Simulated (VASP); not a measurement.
# CdF2 in VASP: further runs, part 2 of 2

VASP 6.6.1. Earlier steps stand in the parts before.

**5. Relaxation of the atoms, PBE (atoms moved at random)**

INCAR reads:

```
GGA = PE
ISMEAR = 0
SIGMA = 0.03
LWAVE = F
LCHARG = F
ISIF = 2
NSW = 120
PREC = Accurate
LASPH = T
LREAL = F
ALGO = Normal
EDIFF = 1E-6
NELM = 120
GGA_COMPAT = F
IBRION = 2
EDIFFG = -0.01
NELMIN = 4
ENCUT = 520
EFERMI = MIDGAP
KPAR = 4
```

KPOINTS reads:

```
Automatic mesh
0
Gamma
  5 5 5
  0 0 0
```

POSCAR reads:

```
CdF2
1.0
    0.0000000000      2.6940000000      2.6940000000
    2.6940000000      0.0000000000      2.6940000000
    2.6940000000      2.6940000000      0.0000000000
Cd F
1 2
Direct
   -0.0122510000      0.0230010000     -0.0249500000
    0.7224690000      0.7556410000      0.7603010000
    0.2445020000      0.2464040000      0.2489950000
```

Potentials or basis: VASP PAW PBE potentials, release 64 (Cd, F).

Command:

```console
$ cat potpaw_PBE.64/Cd/POTCAR potpaw_PBE.64/F/POTCAR > POTCAR
$ mpirun -np 4 vasp_std > vasp.out
```

OUTCAR:

```text
GGA = PE
   ISMEAR = 0
   ISIF = 2
   NSW = 120
   PREC = Accurate
   LASPH = T
   LREAL = F
   EDIFF = 1E-6
   NELM = 120
   IBRION = 2
   EDIFFG = -0.01
   NELMIN = 4
   ENCUT = 520
   EFERMI = MIDGAP

 Found     63 irreducible k-points:

 Following reciprocal coordinates:
            Coordinates               Weight
  0.000000  0.000000  0.000000      1.000000
  0.200000  0.000000  0.000000      2.000000
  0.000000  0.200000  0.000000      2.000000
  0.000000  0.000000  0.200000      2.000000
  0.200000  0.200000  0.200000      2.000000
  0.400000  0.000000  0.000000      2.000000
   k-points           NKPTS =     63   k-points in BZ     NKDIM =     63   number of bands    NBANDS=     17
   number of dos      NEDOS =    301   number of ions     NIONS =      3
   total plane-waves  NPLWV =  21952
   dimension x,y,z NGX =    28 NGY =   28 NGZ =   28
   dimension x,y,z NGXF=    56 NGYF=   56 NGZF=   56
   ions per type =               1   2
   NGX,Y,Z   is equivalent  to a cutoff of  12.22, 12.22, 12.22 a.u.
   NGXF,Y,Z  is equivalent  to a cutoff of  24.44, 24.44, 24.44 a.u.
 SYSTEM =  unknown system
   PREC   = accura    normal or accurate (medium, high low for compatibility)
   ISTART =      0    job   : 0-new  1-cont  2-samecut
   ICHARG =      2    charge: 1-file 2-atom 10-const
   ISPIN  =      1    spin polarized calculation?
   LNONCOLLINEAR =      F non collinear calculations
   LSORBIT =      F    spin-orbit coupling
   LASPH  =      T    aspherical Exc in radial PAW
   ENCUT  =  520.0 eV  38.22 Ry    6.18 a.u.   7.08  7.08  7.08*2*pi/ulx,y,z
   NELM   =    120;   NELMIN=  4; NELMDL= -5     # of ELM steps
   EDIFF  = 0.1E-05   stopping-criterion for ELM
   LREAL  =      F    real-space projection
   EDIFFG = -.1E-01   stopping-criterion for IOM
   NSW    =    120    number of steps for IOM
   IBRION =      2    ionic relax: 0-MD 1-quasi-New 2-CG
   NFREE  =      1    steps in history (QN), initial steepest desc. (CG)
   ISIF   =      2    stress and relaxation
   ISYM   =      2    0-nonsym 1-usesym 2-fastsym
   POTIM  = 0.5000    time-step for ionic-motion
   TEBEG  =    0.0;   TEEND  =   0.0 temperature during run

   SCALEE = 1.0000    scale energy and forces
   PSTRESS=    0.0 pullay stress
   NELECT =      26.0000    total number of electrons
   NUPDOWN=      -1.0000    fix difference up-down
   EMIN   =  10.00;   EMAX   =-10.00  energy-range for DOS
   EFERMI =   0.00;   METHOD = MIDGAP
   ISMEAR =     0;   SIGMA  =   0.03  broadening in eV -4-tet -1-fermi 0-gaus
   EFERMI_NEDOS =   21; number of points for ismear=-14 and -15
   IALGO  =     38    algorithm
   IMIX   =      4    mixing-type and parameters
     AMIX     =   0.40;   BMIX     =  1.00
     AMIX_MAG =   1.60;   BMIX_MAG =  1.00
  volume/ion in A,a.u.               =      13.03        87.96
  Fermi-wavevector in a.u.,A,eV,Ry     =   1.428867  2.700166 27.778468  2.041660
  Thomas-Fermi vector in A             =   2.548882
   LORBIT       =      0    0 simple, 1 ext, 2 COOP (PROOUT), +10 PAW based schemes
   GGA     = PE    functional components
   LHFCALC =     F    Hartree Fock is set to
   AEXX    =    0.0000 exact exchange contribution
   IVDW    =     0    specifies the selected vdW correction
   LEPSILON=     F    determine dielectric tensor
   LRPA    =     F    only Hartree local field effects (RPA)

   CSHIFT  =0.1000    complex shift for real part using Kramers Kronig

   OMEGAMAX=  -1.0    maximum frequency
 conjugate gradient relaxation of ions
 non-spin polarized calculation
 Gauss-broadening in eV      SIGMA  =   0.03
  energy-cutoff  :      520.00
  volume of cell :       39.10
 maximum number of plane-waves:      1073
   NGX = 15   NGY = 15   NGZ = 15

--------------------------------------- Ionic step        1  -------------------------------------------

 number of electron      26.0000004 magnetization

 Free energy of the ion-electron system (eV)
  ---------------------------------------------------
  ext. energy  EPLUGINS =         0.00000000
  ---------------------------------------------------
  free energy    TOTEN  =       -10.82394158 eV

  energy without entropy =      -10.82394158  energy(sigma->0) =      -10.82394158

------------------------ aborting loop because EDIFF is reached ----------------------------------------

  FORCE on cell =-STRESS in cart. coord.  units (eV):
  Direction    XX          YY          ZZ          XY          YZ          ZX
  --------------------------------------------------------------------------------------
  -------------------------------------------------------------------------------------
  Total        1.7214568      1.6494341      1.6480197     -0.0595812      0.0327023     -0.1171543
  in kB       70.5316323     67.5807130     67.5227650     -2.4411658      1.3398801     -4.8000541
  external PRESSURE =      68.5450368 kB  Pullay stress =       0.0000000 kB

 VOLUME and BASIS-vectors are now :
 -----------------------------------------------------------------------------
  energy-cutoff  :      520.00
  volume of cell :       39.10
      direct lattice vectors                 reciprocal lattice vectors
     0.000000000  2.694000000  2.694000000    -0.185597624  0.185597624  0.185597624
     2.694000000  0.000000000  2.694000000     0.185597624 -0.185597624  0.185597624
     2.694000000  2.694000000  0.000000000     0.185597624  0.185597624 -0.185597624
[... 186 lines left out ...]
 POSITION                                       TOTAL-FORCE (eV/Angst)
 -----------------------------------------------------------------------------------
      2.70240      5.33477      2.67500         0.000342     -0.013166      0.006800
      4.04948      3.98613      4.02340        -0.000411      0.002401     -0.004445
      1.35542      1.29095      1.32909         0.000069      0.010765     -0.002355
 -----------------------------------------------------------------------------------
    total drift:                                0.000078     -0.000046      0.000133

  FREE ENERGIE OF THE ION-ELECTRON SYSTEM (eV)
  ---------------------------------------------------
  free  energy   TOTEN  =       -10.8593835469 eV

  energy  without entropy=      -10.8593835469  energy(sigma->0) =      -10.85938355

--------------------------------------- Ionic step        7  -------------------------------------------

 number of electron      26.0000001 magnetization

 Free energy of the ion-electron system (eV)
  ---------------------------------------------------
  ext. energy  EPLUGINS =         0.00000000
  ---------------------------------------------------
  free energy    TOTEN  =       -10.85940254 eV

  energy without entropy =      -10.85940254  energy(sigma->0) =      -10.85940254

 E-fermi :   0.1816     XC(G=0): -10.4121

 val. band max:       -1.3933275696   @ k =   0.2000  -0.2000  -0.4000
 cond. band min:       1.7565123198   @ k =   0.0000   0.0000   0.0000
 fundamental gap:      3.1498398895
 Fermi energy:         0.1815923751

 k-point     1 :       0.0000    0.0000    0.0000
  band No.  band energies     occupation
      1     -22.1165      2.00000
      2     -21.0117      2.00000
      3      -6.9272      2.00000
      4      -6.9268      2.00000
      5      -6.9265      2.00000
      6      -5.7193      2.00000
[... 9 lines left out ...]
     16      11.3922      0.00000
     17      11.3928      0.00000
[... 81 lines left out ...]
 k-point     6 :       0.4000    0.0000    0.0000
  band No.  band energies     occupation
      1     -21.7072      2.00000
      2     -21.3798      2.00000
      3      -6.6082      2.00000
      4      -6.6082      2.00000
      5      -5.6845      2.00000
      6      -5.6845      2.00000
[... 9 lines left out ...]
     16      12.9846      0.00000
     17      12.9870      0.00000

 [... further k-points ...]

------------------------ aborting loop because EDIFF is reached ----------------------------------------

  FORCE on cell =-STRESS in cart. coord.  units (eV):
  Direction    XX          YY          ZZ          XY          YZ          ZX
  --------------------------------------------------------------------------------------
  -------------------------------------------------------------------------------------
  Total        1.5127398      1.5126759      1.5130763      0.0004489     -0.0001946      0.0016692
  in kB       61.9800657     61.9774505     61.9938561      0.0183922     -0.0079728      0.0683921
  external PRESSURE =      61.9837908 kB  Pullay stress =       0.0000000 kB

 VOLUME and BASIS-vectors are now :
 -----------------------------------------------------------------------------
  energy-cutoff  :      520.00
  volume of cell :       39.10
      direct lattice vectors                 reciprocal lattice vectors
     0.000000000  2.694000000  2.694000000    -0.185597624  0.185597624  0.185597624
     2.694000000  0.000000000  2.694000000     0.185597624 -0.185597624  0.185597624
     2.694000000  2.694000000  0.000000000     0.185597624  0.185597624 -0.185597624

 POSITION                                       TOTAL-FORCE (eV/Angst)
 -----------------------------------------------------------------------------------
      2.70242      5.33373      2.67553         0.000037     -0.003115      0.001636
      4.04944      3.98631      4.02305        -0.000006     -0.000192     -0.001354
      1.35544      1.29180      1.32890        -0.000032      0.003307     -0.000282
 -----------------------------------------------------------------------------------
    total drift:                               -0.000081      0.000540      0.000021

  FREE ENERGIE OF THE ION-ELECTRON SYSTEM (eV)
  ---------------------------------------------------
  free  energy   TOTEN  =       -10.8594025442 eV

  energy  without entropy=      -10.8594025442  energy(sigma->0) =      -10.85940254

 reached required accuracy - stopping structural energy minimisation
```

Run time: 36 s. Hardware: 4 MPI ranks of AMD EPYC 7R43 (Zen 3), shared host; peak memory 0.15 GiB.

Results:

```yaml
Free_energy: -10.8594 eV
Energy_gained_by_relaxing: 11.8 meV/atom
Ionic_steps: 7
Pressure_after_relaxing: 6.2 GPa
Largest_force_after_relaxing: 0.004 eV/Å
Band_gap_on_the_k_mesh: 3.15 eV (least direct gap 3.57 eV)
```

Forces in eV/Å, atoms in the order of the input:
```
Cd   0.000 -0.003  0.002
F    0.000  0.000 -0.001
F    0.000  0.003  0.000
```

Step by step:
```
step  energy change (eV)  largest force (eV/Å)  pressure (GPa)
   1              0.0000                0.5352            6.85
   2             -0.0206                0.3302            6.45
   3             -0.0345                0.0952            6.21
   4             -0.0345                0.0939            6.21
   5             -0.0352                0.0504            6.20
   6             -0.0354                0.0148            6.20
   7             -0.0355                0.0035            6.20
```

Final structure:
```yaml
crystal:
  lattice:
    - [0.00000, 2.69400, 2.69400]
    - [2.69400, 0.00000, 2.69400]
    - [2.69400, 2.69400, 0.00000]
  atoms:
    - { symbol: Cd, position: [0.98494, 0.00821, 0.99492] }
    - { symbol: F, position: [0.73495, 0.75838, 0.74475] }
    - { symbol: F, position: [0.23483, 0.25845, 0.24468] }
```

Caveat: the cell differs from its parent crystal (atoms moved at random); an odd mesh through Γ misses points on the zone boundary, where band edges can lie.

**6. Relaxation of the atoms, PBE (atoms moved at random)**

INCAR reads:

```
GGA = PE
ISMEAR = 0
SIGMA = 0.03
LWAVE = F
LCHARG = F
ISIF = 2
NSW = 120
PREC = Accurate
LASPH = T
LREAL = F
ALGO = Normal
EDIFF = 1E-7
NELM = 120
GGA_COMPAT = F
IBRION = 2
EDIFFG = -0.002
NELMIN = 4
ENCUT = 640
EFERMI = MIDGAP
KPAR = 4
```

KPOINTS reads:

```
Automatic mesh
0
Gamma
  7 7 7
  0 0 0
```

POSCAR is that of step 5.

Potentials or basis: VASP PAW PBE potentials, release 64 (Cd, F).

Command:

```console
$ cat potpaw_PBE.64/Cd/POTCAR potpaw_PBE.64/F/POTCAR > POTCAR
$ mpirun -np 4 vasp_std > vasp.out
```

It took 2.1 min on 4 MPI ranks of AMD EPYC 7R43 (Zen 3), shared host; peak memory 0.26 GiB.

It converged, with:

```yaml
Free_energy: -10.8649 eV
Energy_gained_by_relaxing: 11.8 meV/atom
Ionic_steps: 8
Pressure_after_relaxing: 5.9 GPa
Band_gap_on_the_k_mesh: 3.13 eV (least direct gap 3.57 eV)
```

Step by step:
```
step  energy change (eV)  largest force (eV/Å)  pressure (GPa)
   1              0.0000                0.5341            6.56
   2             -0.0205                0.3307            6.18
   3             -0.0344                0.0955            5.94
   4             -0.0344                0.0941            5.93
   5             -0.0351                0.0505            5.92
   6             -0.0354                0.0147            5.92
   7             -0.0354                0.0044            5.92
   8             -0.0354                0.0011            5.92
```

Final structure:
```
Cd F
1.0
     0.00000    2.69400    2.69400
     2.69400    0.00000    2.69400
     2.69400    2.69400    0.00000
Cd F
1 2
Cartesian
  2.7024 5.3333 2.6758
  4.0494 3.9864 4.0229
  1.3555 1.2922 1.3288
```

Levels at points of the mesh, in eV from the valence-band top:
| k point | band 11 | band 12 | band 13 | band 14 | band 15 | band 16 |
| --- | --- | --- | --- | --- | --- | --- |
| (0.00, 0.00, 0.00) | -0.44 | -0.44 | -0.44 | 3.13 | 12.77 | 12.77 |

Caveat: the cell differs from its parent crystal (atoms moved at random); an odd mesh through Γ misses points on the zone boundary, where band edges can lie.

**7. Summary**

| task | level | potentials or basis | cell | k mesh | cutoff (eV) | smearing | dipole correction | tolerance level | purpose | gap on the mesh (eV) | pressure (GPa) |
| --- | --- | --- | --- | --- | --- | --- | --- | --- | --- | --- | --- |
| single point | LDA | VASP PAW LDA potentials, release 64 (Cd_sv_GW, F) | a = 3.758 Å, angles 60.0°, 3 atoms, atomic positions A | 9 × 9 × 9 | 600 | fermi-dirac 0.05 eV | no | - | - | 2.99 | -1.8 |
| single point | r2SCAN | VASP PAW PBE potentials, release 64 (Cd_sv_GW, F) | a = 3.885 Å, angles 60.0°, 3 atoms, atomic positions A | 9 × 9 × 9 | 660 | fermi-dirac 0.05 eV | no | - | - | 3.60 | -6.2 |
| single point | BLYP | VASP PAW PBE potentials, release 64 (Cd_sv_GW, F) | a = 3.912 Å, angles 60.0°, 3 atoms, atomic positions A | 9 × 9 × 9 | 600 | fermi-dirac 0.05 eV | no | - | - | 2.89 | -0.6 |
| relaxation of the atoms | PBE | VASP PAW PBE potentials, release 64 (Cd, F) | atoms relaxed from a = 3.810 Å, angles 60.0°, 3 atoms, atomic positions B | 5 × 5 × 5 | 520 | gaussian 0.03 eV | - | standard | geometry | 3.15 | 6.2 |
| relaxation of the atoms | PBE | VASP PAW PBE potentials, release 64 (Cd, F) | atoms relaxed from a = 3.810 Å, angles 60.0°, 3 atoms, atomic positions B | 7 × 7 × 7 | 640 | gaussian 0.03 eV | - | standard | geometry | 3.13 | 5.9 |

Alike in all rows: no spin polarisation.

Caveats: an odd mesh through Γ misses points on the zone boundary, where band edges can lie; the PAW data sets were made with another functional, which shifts forces and pressure a little (at least some runs); the cell stands under tension (at least some runs).

Total energies depend on the potentials used, so only differences within one code and one set of settings carry meaning.
